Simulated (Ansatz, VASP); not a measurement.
# Be2Co: VASP beside Ansatz

```
Be Co
1.0
     0.00000    1.91949    5.33254
     1.33849    0.00000    5.33254
     1.33849    1.91949    0.00000
Be Co
2 1
Direct
  0.33606 0.33606 0.66394
  0.66394 0.66394 0.33606
  0.00000 0.00000 0.00000
```

Alike in both runs: task single point; functional PBE; k mesh 6 × 6 × 6; occupations gaussian, width 0.1 eV; collinear spin.

|  | VASP | Ansatz |
| --- | --- | --- |
| version | VASP 6.6.1 | Ansatz 0.2.0 |
| potentials or method | VASP PAW PBE potentials, release 64 (Be, Co), cutoff 520 eV | scalar-relativistic, plane waves, PAW |
| valence electrons in the cell | 13 | 21 |

Ansatz gave:

```
gap on the k mesh at the Fermi level (eV)                     : none
pressure (GPa)                                                : -0.5
traceless stress, the component that is largest in VASP (GPa) : -2.58
rms of the force components (eV/Å)                            : 0.053
net moment per atom (μB)                                      : 0.35
size of the moment on the site where the two differ most (μB) : 1.08
```

Q: Which values does VASP return?

A: gap on the k mesh at the Fermi level (eV): none; pressure (GPa): -0.8; traceless stress, the component that is largest in VASP (GPa): -2.73; rms of the force components (eV/Å): 0.050; net moment per atom (μB): 0.35; size of the moment on the site where the two differ most (μB): 1.07.

Site moments also hang on the region over which each program counts them. Atom by atom the forces differ by 0.003 eV/Å (rms over components). A gap of «none» marks a metal or a gap that the smearing closes. VASP's potentials hold 13 valence electrons a cell and Ansatz's 21, so a difference there can come from the potentials and not from the codes.

The k mesh is coarse, so the values compare programs but aren't converged.
